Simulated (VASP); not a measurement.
# BaTiO3 (P1) in VASP: notebook

Aim: see how the results for BaTiO3 move with the level of theory and the settings. Levels: PBEsol, PBE. Tasks: single point.

All numbers are computed with VASP 6.6.1; they aren't measurements. Logs are shortened: lines on timing, memory, paths and dates and some standing lists are left out, and cuts for length are marked.

## 1. The cell of the first run

The typed cell holds 10 atoms: a = 4.000 Å, b = 4.000 Å, c = 8.036 Å, α = 90.00°, β = 90.00°, γ = 90.00°.

## 2. Single point, PBEsol

INCAR

```
SYSTEM = BaTiO3
ALGO = Normal
EDIFF = 1E-6
ENCUT = 520
GGA = PS
ISIF = 2
ISMEAR = -1
LASPH = .True.
LCHARG = .False.
LREAL = .False.
LWAVE = .False.
NBANDS = 51
NELM = 100
PREC = Accurate
SIGMA = 0.05
```

KPOINTS

```
k-points
0
Gamma
  7 7 4
  0 0 0
```

POSCAR

```
BaTiO3
1.0
    3.9998000000      0.0000000000      0.0000000000
    0.0000000000      3.9998000000      0.0000000000
    0.0000000000      0.0000000000      8.0360000000
Ba Ti O
2 2 6
Direct
    0.9993338700      0.0014896700      0.0020579800
    0.0006661300      0.9985103300      0.4979420200
    0.4893534700      0.4978615600      0.2399223900
    0.5106465300      0.5021384400      0.7420776100
    0.5027900500      0.5020959900      0.0107726400
    0.4972099500      0.4979040100      0.5052273600
    0.5056745700      0.0016777200      0.2580984100
    0.4943254300      0.9983222800      0.7569015900
    0.0077650300      0.4997120000      0.2626403600
    0.9922349700      0.5002880000      0.7523596400
```

Potentials or basis: VASP PAW PBE potentials, release 64 (Ba_sv, Ti_sv, O).

Launch:

```
> cat potpaw_PBE.64/Ba_sv/POTCAR potpaw_PBE.64/Ti_sv/POTCAR potpaw_PBE.64/O/POTCAR > POTCAR
> mpirun -np 1 vasp_std > vasp.out
```

OUTCAR:

```text
SYSTEM = BaTiO3
   EDIFF = 1E-6
   ENCUT = 520
   GGA = PS
   ISIF = 2
   ISMEAR = -1
   LASPH = .True.
   LREAL = .False.
   NELM = 100
   PREC = Accurate

 ion  position               nearest neighbor table
   1  0.999  0.001  0.002-   8 2.79   5 2.82   5 2.82   8 2.82  10 2.83  10 2.84   5 2.84   5 2.84
                             7 2.85   7 2.89   9 2.89   9 2.90   3 3.38   3 3.40   3 3.43   3 3.45
   2  0.001  0.999  0.498-   9 2.75   9 2.76   7 2.76   7 2.79   6 2.82   6 2.82   6 2.84   6 2.84
                            10 2.86  10 2.87   8 2.87   8 2.90   4 3.41   4 3.43   4 3.46   4 3.47
   3  0.489  0.498  0.240-   5 1.84   9 1.93   7 1.99   7 2.02   9 2.08   6 2.13   1 3.38   1 3.40
                             1 3.43   1 3.45   2 3.48   2 3.48   2 3.53   2 3.53
   4  0.511  0.502  0.742-   6 1.90  10 1.93   8 1.99   8 2.02  10 2.08   5 2.16   2 3.41   2 3.43
                             2 3.46   2 3.47   1 3.49   1 3.49   1 3.54   1 3.54
   5  0.503  0.502  0.011-   3 1.84   4 2.16   1 2.82   1 2.82   1 2.84   1 2.84
   6  0.497  0.498  0.505-   4 1.90   3 2.13   2 2.82   2 2.82   2 2.84   2 2.84
   7  0.506  0.002  0.258-   3 1.99   3 2.02   2 2.76   2 2.79   1 2.85   1 2.89
   8  0.494  0.998  0.757-   4 1.99   4 2.02   1 2.79   1 2.82   2 2.87   2 2.90
   9  0.008  0.500  0.263-   3 1.93   3 2.08   2 2.75   2 2.76   1 2.89   1 2.90
  10  0.992  0.500  0.752-   4 1.93   4 2.08   1 2.83   1 2.84   2 2.86   2 2.87

  LATTYP: Found a simple tetragonal cell.
 ALAT       =     3.9998000000
 C/A-ratio  =     2.0091004550

  Lattice vectors:

 A1 = (   3.9998000000,   0.0000000000,   0.0000000000)
 A2 = (   0.0000000000,   3.9998000000,   0.0000000000)
 A3 = (   0.0000000000,   0.0000000000,   8.0360000000)

Analysis of symmetry for initial positions (statically):
=====================================================================
 Subroutine PRICEL returns:
 Original cell was already a primitive cell.

 Routine SETGRP: Setting up the symmetry group for a
 simple tetragonal supercell.

 Subroutine GETGRP returns: Found  1 space group operations
 (whereof  1 operations were pure point group operations)
 out of a pool of 16 trial point group operations.

The static configuration has the point symmetry C_1 .

Analysis of symmetry for dynamics (positions and initial velocities):
=====================================================================
 Subroutine PRICEL returns:
 Original cell was already a primitive cell.

 Routine SETGRP: Setting up the symmetry group for a
 simple tetragonal supercell.

 Subroutine GETGRP returns: Found  1 space group operations
 (whereof  1 operations were pure point group operations)
 out of a pool of 16 trial point group operations.

The dynamic configuration has the point symmetry C_1 .

 Subroutine INISYM returns: Found  1 space group operations
 (whereof  1 operations are pure point group operations),
 and found     1 'primitive' translations

----------------------------------------------------------------------------------------

                                     Primitive cell

  volume of cell :     128.5631

  direct lattice vectors                    reciprocal lattice vectors
     3.999800000  0.000000000  0.000000000     0.250012501  0.000000000  0.000000000
     0.000000000  3.999800000  0.000000000     0.000000000  0.250012501  0.000000000
     0.000000000  0.000000000  8.036000000     0.000000000  0.000000000  0.124440020

  length of vectors
     3.999800000  3.999800000  8.036000000     0.250012501  0.250012501  0.124440020

  position of ions in fractional coordinates (direct lattice)
     0.999333870  0.001489670  0.002057980
     0.000666130  0.998510330  0.497942020
     0.489353470  0.497861560  0.239922390
     0.510646530  0.502138440  0.742077610
     0.502790050  0.502095990  0.010772640
     0.497209950  0.497904010  0.505227360
     0.505674570  0.001677720  0.258098410
     0.494325430  0.998322280  0.756901590
     0.007765030  0.499712000  0.262640360
     0.992234970  0.500288000  0.752359640

  ion indices of the primitive-cell ions
   primitive index   ion index
                 1           1
                 2           2
                 3           3
                 4           4
                 5           5
                 6           6
                 7           7
                 8           8
                 9           9
                10          10

----------------------------------------------------------------------------------------

 KPOINTS: k-points

Automatic generation of k-mesh.
 Grid dimensions read from file:
 generate k-points for:    7    7    4

 Generating k-lattice:

  Cartesian coordinates                     Fractional coordinates (reciprocal lattice)
     0.035716072  0.000000000  0.000000000     0.142857143  0.000000000  0.000000000
     0.000000000  0.035716072  0.000000000     0.000000000  0.142857143  0.000000000
     0.000000000  0.000000000  0.031110005     0.000000000  0.000000000  0.250000000

  Length of vectors
     0.035716072  0.035716072  0.031110005

  Shift w.r.t. Gamma in fractional coordinates (k-lattice)
     0.000000000  0.000000000  0.000000000

 Subroutine IBZKPT returns following result:
 ===========================================

 Found     99 irreducible k-points:

 Following reciprocal coordinates:
            Coordinates               Weight
  0.000000  0.000000  0.000000      1.000000
  0.142857  0.000000  0.000000      2.000000
  0.000000  0.142857  0.000000      2.000000
  0.285714  0.000000  0.000000      2.000000
  0.000000  0.285714  0.000000      2.000000
  0.428571  0.000000  0.000000      2.000000
[... 16 lines left out ...]
  0.285714  0.428571  0.000000      2.000000
  0.428571  0.428571  0.000000      2.000000
 [... further k-points ...]
   k-points           NKPTS =     99   k-points in BZ     NKDIM =     99   number of bands    NBANDS=     51
   number of dos      NEDOS =    301   number of ions     NIONS =     10
   total plane-waves  NPLWV =  54000
   dimension x,y,z NGX =    30 NGY =   30 NGZ =   60
   dimension x,y,z NGXF=    60 NGYF=   60 NGZF=  120
   ions per type =               2   2   6
   NGX,Y,Z   is equivalent  to a cutoff of  12.47, 12.47, 12.41 a.u.
   NGXF,Y,Z  is equivalent  to a cutoff of  24.94, 24.94, 24.83 a.u.
 SYSTEM =  BaTiO3
   PREC   = accura    normal or accurate (medium, high low for compatibility)
   ISTART =      0    job   : 0-new  1-cont  2-samecut
   ICHARG =      2    charge: 1-file 2-atom 10-const
   ISPIN  =      1    spin polarized calculation?
   LNONCOLLINEAR =      F non collinear calculations
   LSORBIT =      F    spin-orbit coupling
   LASPH  =      T    aspherical Exc in radial PAW
   ENCUT  =  520.0 eV  38.22 Ry    6.18 a.u.   7.44  7.44 14.94*2*pi/ulx,y,z
   NELM   =    100;   NELMIN=  2; NELMDL= -5     # of ELM steps
   EDIFF  = 0.1E-05   stopping-criterion for ELM
   LREAL  =      F    real-space projection
[... 7 lines left out ...]
   TEBEG  =    0.0;   TEEND  =   0.0 temperature during run
   PSTRESS=    0.0 pullay stress
   NELECT =      80.0000    total number of electrons
   NUPDOWN=      -1.0000    fix difference up-down
   EMIN   =  10.00;   EMAX   =-10.00  energy-range for DOS
   EFERMI =   0.00;   METHOD = LEGACY
   ISMEAR =    -1;   SIGMA  =   0.05  broadening in eV -4-tet -1-fermi 0-gaus
   EFERMI_NEDOS =   21; number of points for ismear=-14 and -15
   IALGO  =     38    algorithm
   IMIX   =      4    mixing-type and parameters
     AMIX     =   0.40;   BMIX     =  1.00
     AMIX_MAG =   1.60;   BMIX_MAG =  1.00
  volume/ion in A,a.u.               =      12.86        86.76
  Fermi-wavevector in a.u.,A,eV,Ry     =   1.397653  2.641181 26.578078  1.953434
  Thomas-Fermi vector in A             =   2.520888
   LORBIT       =      0    0 simple, 1 ext, 2 COOP (PROOUT), +10 PAW based schemes
   GGA     = PS    functional components
   LHFCALC =     F    Hartree Fock is set to
   AEXX    =    0.0000 exact exchange contribution
   IVDW    =     0    specifies the selected vdW correction
   LEPSILON=     F    determine dielectric tensor
   LRPA    =     F    only Hartree local field effects (RPA)
 non-spin polarized calculation
  energy-cutoff  :      520.00
  volume of cell :      128.56
 maximum number of plane-waves:      3510
 NGX is ok and might be reduce to    30
   NGX = 15   NGY = 15   NGZ = 29

 number of electron      79.9999986 magnetization

 Free energy of the ion-electron system (eV)
  ---------------------------------------------------
  ext. energy  EPLUGINS =         0.00000000
  ---------------------------------------------------
  free energy    TOTEN  =       -83.93933515 eV

  energy without entropy =      -83.93933515  energy(sigma->0) =      -83.93933515

 E-fermi :   4.6400     XC(G=0): -11.4968

 val. band max:        3.6064760276   @ k =  -0.4286   0.4286   0.2500
 cond. band min:       5.5556166678   @ k =   0.0000   0.0000   0.0000
 fundamental gap:      1.9491406402
 Fermi energy:         4.6400101407

 k-point     1 :       0.0000    0.0000    0.0000
  band No.  band energies     occupation
      1     -52.6103      2.00000
      2     -52.5262      2.00000
      3     -28.9966      2.00000
      4     -28.9459      2.00000
      5     -28.9355      2.00000
      6     -28.9323      2.00000
[... 43 lines left out ...]
     50       8.5076      0.00000
     51       8.5979      0.00000

 k-point     2 :       0.1429    0.0000    0.0000
  band No.  band energies     occupation
      1     -52.6101      2.00000
      2     -52.5260      2.00000
      3     -28.9959      2.00000
      4     -28.9560      2.00000
      5     -28.9351      2.00000
      6     -28.9319      2.00000
[... 43 lines left out ...]
     50       8.8988      0.00000
     51       8.9903      0.00000

 k-point     3 :       0.0000    0.1429    0.0000
  band No.  band energies     occupation
      1     -52.6101      2.00000
      2     -52.5260      2.00000
      3     -28.9959      2.00000
      4     -28.9455      2.00000
      5     -28.9425      2.00000
      6     -28.9349      2.00000
[... 1123 lines left out ...]
     50      10.8880      0.00000
     51      11.1828      0.00000

 k-point    24 :       0.4286    0.4286    0.0000
  band No.  band energies     occupation
      1     -52.6083      2.00000
      2     -52.5242      2.00000
      3     -28.9945      2.00000
      4     -28.9901      2.00000
      5     -28.9798      2.00000
      6     -28.9312      2.00000
[... 43 lines left out ...]
     50      10.5335      0.00000
     51      11.2331      0.00000

 [... further k-points ...]
[... 5 lines left out ...]
  --------------------------------------------------------------------------------------
  -------------------------------------------------------------------------------------
  Total       -1.2242457     -1.7493286     -0.3219834      0.0120458     -0.0024589      0.0555836
  in kB      -15.2567732    -21.8004520     -4.0126157      0.1501175     -0.0306437      0.6926927
  external PRESSURE =     -13.6899469 kB  Pullay stress =       0.0000000 kB

 VOLUME and BASIS-vectors are now :
 -----------------------------------------------------------------------------
  energy-cutoff  :      520.00
  volume of cell :      128.56
      direct lattice vectors                 reciprocal lattice vectors
     3.999800000  0.000000000  0.000000000     0.250012501  0.000000000  0.000000000
     0.000000000  3.999800000  0.000000000     0.000000000  0.250012501  0.000000000
     0.000000000  0.000000000  8.036000000     0.000000000  0.000000000  0.124440020

 POSITION                                       TOTAL-FORCE (eV/Angst)
 -----------------------------------------------------------------------------------
      3.99714      0.00596      0.01654        -0.019335     -0.034167     -0.200879
      0.00266      3.99384      4.00146         0.014397      0.035629      0.053310
      1.95732      1.99135      1.92802        -0.065163     -0.021788      0.976515
      2.04248      2.00845      5.96334         0.074419      0.021790     -0.745501
      2.01106      2.00828      0.08657        -0.068696     -0.045968     -0.306535
      1.98874      1.99152      4.06001         0.099136      0.055601      0.909246
      2.02260      0.00671      2.07408        -0.035740     -0.003070     -0.373574
      1.97720      3.99309      6.08246         0.029318     -0.003643      0.040797
      0.03106      1.99875      2.11058         0.086341      0.025441     -0.610559
      3.96874      2.00105      6.04596        -0.114677     -0.029826      0.257180
 -----------------------------------------------------------------------------------
    total drift:                                0.000065     -0.000033     -0.000183

  FREE ENERGIE OF THE ION-ELECTRON SYSTEM (eV)
  ---------------------------------------------------
  free  energy   TOTEN  =       -83.9393351525 eV

  energy  without entropy=      -83.9393351518  energy(sigma->0) =      -83.93933515
```

It took 13 min on 1 thread of Intel Xeon Platinum 8488C (Sapphire Rapids), shared host; peak memory 0.6 GiB.

Results:

- Free energy: -83.9393 eV
- Pressure: -1.4 GPa
- Largest force: 0.979 eV/Å
- Band gap on the k mesh: 1.95 eV

Forces on the atoms (eV/Å):
```
Ba  -0.019 -0.034 -0.201
Ba   0.014  0.036  0.053
Ti  -0.065 -0.022  0.977
Ti   0.074  0.022 -0.746
O   -0.069 -0.046 -0.307
O    0.099  0.056  0.909
O   -0.036 -0.003 -0.374
O    0.029 -0.004  0.041
O    0.086  0.025 -0.611
O   -0.115 -0.030  0.257
```

Levels at points of the mesh, in eV from the valence-band top:
```tsv
k point	band 36	band 37	band 38	band 39	band 40	band 41	band 42	band 43	band 44	band 45
(0.00, 0.00, 0.00)	-0.69	-0.64	-0.27	-0.25	-0.23	1.95	2.08	2.19	2.20	3.73
(0.00, 0.00, 0.50)	-1.15	-0.55	-0.51	-0.44	-0.38	2.02	2.05	2.88	2.90	3.10
```

Caveat: the PAW data sets were made with another functional, which shifts forces and pressure a little; spin-orbit coupling is left out, which moves the levels of the heavy elements. A k mesh can miss the band edges.

## 3. Single point, PBE

INCAR

```
SYSTEM = BaTiO3
  PREC = Accurate
  ENCUT = 1340
  EDIFF = 1E-6
  ISMEAR = -1
  SIGMA = 0.05
  LREAL = .FALSE.
  LASPH = .TRUE.
  NELM = 120
  ALGO = Normal
  ISIF = 2
  LWAVE = .FALSE.
  LCHARG = .FALSE.
  GGA = PE
  NBANDS = 51
  GGA_COMPAT = .FALSE.
```

KPOINTS

```
regular mesh
0
G
  3 3 2
  0 0 0
```

POSCAR is that of step 2.

Potentials or basis: VASP PAW PBE potentials, release 64 (Ba_sv, Ti_sv, O_h).

Launch:

```
> cat potpaw_PBE.64/Ba_sv/POTCAR potpaw_PBE.64/Ti_sv/POTCAR potpaw_PBE.64/O_h/POTCAR > POTCAR
> mpirun -np 1 vasp_std > vasp.out
```

Run time: 5.1 min. Hardware: 1 thread of Intel Xeon Platinum 8375C at 2.90GHz (Ice Lake), shared host; peak memory 0.62 GiB.

The run converged. Its results:

| Quantity | Value |
| --- | --- |
| Free energy | -79.9126 eV |
| Pressure | 4.8 GPa |
| Largest force | 1.032 eV/Å |
| Band gap on the k mesh | 2.15 eV |

Forces on the atoms (eV/Å):
```
Ba  -0.016 -0.035 -0.214
Ba   0.011  0.036  0.075
Ti  -0.171 -0.036  0.686
Ti   0.196  0.040 -1.012
O   -0.067 -0.045 -0.269
O    0.096  0.055  0.987
O    0.043 -0.001 -0.270
O   -0.052 -0.007  0.156
O    0.111  0.037 -0.502
O   -0.150 -0.044  0.363
```

Stress tensor (GPa, compression positive):
```
4.64 0.01 0.07
0.01 3.95 0.00
0.07 0.00 5.70
```

Levels at points of the mesh, in eV from the valence-band top:
```
           k point  band 38  band 39  band 40  band 41  band 42  band 43
(0.00, 0.00, 0.00)    -0.10    -0.08    -0.05     2.15     2.28     2.39
(0.00, 0.00, 0.50)    -0.32    -0.26    -0.20     2.21     2.25     3.06
```

Caveat: the k points lie up to 0.52 Å⁻¹ apart; spin-orbit coupling is left out, which moves the levels of the heavy elements; forces of over 1 eV/Å act on the atoms, so gaps and moduli don't describe the material at rest. A k mesh can miss the band edges.
